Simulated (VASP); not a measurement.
Runs of VASP 6.6.1 on Sb. The structure is that of space group Pm-3m (No. 221), or close to it. The cells are those of the table. 

| task | cell | k mesh | cutoff (eV) | smearing | gap on the mesh (eV) | pressure (GPa) | relaxed volume (Å³/atom) |
| --- | --- | --- | --- | --- | --- | --- | --- |
| single point | a = 3.043 Å, 1 atom | 14 × 14 × 14 | 520 | fermi-dirac 0.15 eV | none | 0.2 | - |
| relaxation of cell and atoms | relaxed from a = 3.083 Å, 1 atom | 14 × 14 × 14 | 600 | gaussian 0.1 eV | none | 0.0 | 28.23 |
| single point | a = 3.083 Å, 1 atom | 6 × 6 × 6 | 520 | gaussian 0.1 eV | none | (a) | - |
| relaxation of cell and atoms | relaxed from a = 3.042 Å, 1 atom | 14 × 14 × 14 | 600 | fermi-dirac 0.15 eV | none | 0.0 | 28.27 |
| single point | a = 3.042 Å, 1 atom | 14 × 14 × 14 | 520 | gaussian 0.1 eV | none | 0.2 | - |

Alike in all rows: level LDA; potentials or basis VASP PAW LDA potentials, release 64 (Sb); no spin polarisation.

Question: Estimate the missing entries.

Answer: (a) -1.8.

Caveats: spin-orbit coupling is left out, which moves the levels of the heavy elements.

A k mesh can miss the band edges, and the runs leave out spin-orbit coupling on Sb.

A gap of «none» marks levels without a gap at the run's occupations.
